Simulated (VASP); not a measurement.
Tl, 3 atoms in the cell. It takes space group R-3m (No. 166, trigonal). The conventional cell has a = 3.562 Å, b = 3.562 Å, c = 24.721 Å, α = 90.00°, β = 90.00°, γ = 120.00°. Within 4.5 Å of Tl (site symmetry -3m) lie 12 Tl at 3.46 to 3.56 Å. Tl (site symmetry 3m) has 12 Tl at 3.38 to 3.56 Å within 4.4 Å. 

```yaml
Program: VASP 6.6.1
Task: single point
Functional: PBE
Potentials_or_basis: VASP PAW PBE potentials, release 64 (Tl_d)
Cutoff: 520 eV
k_mesh: 6 × 6 × 6
Occupations: gaussian, width 0.007 eV
Spin: no spin polarisation
Dipole_correction: no
Further_INCAR_settings: ALGO = Normal; EDIFF = 1e-06; NBANDS = 26
```

Potentials or basis: VASP PAW PBE potentials, release 64 (Tl_d).

Command:

```sh
$ cat potpaw_PBE.64/Tl_d/POTCAR > POTCAR
$ mpirun -np 1 vasp_std > vasp.out
```

Hardware: 1 thread of AMD EPYC 9R45 96-Core Processor (Zen 5), with other jobs on the host.

Q: How long does it take, and how much memory?

A: Run time: 2.5 min on 1 thread of AMD EPYC 9R45 96-Core Processor (Zen 5) (shared host), peak memory 0.5 GiB. Counts: scf iterations 11, k points 32.
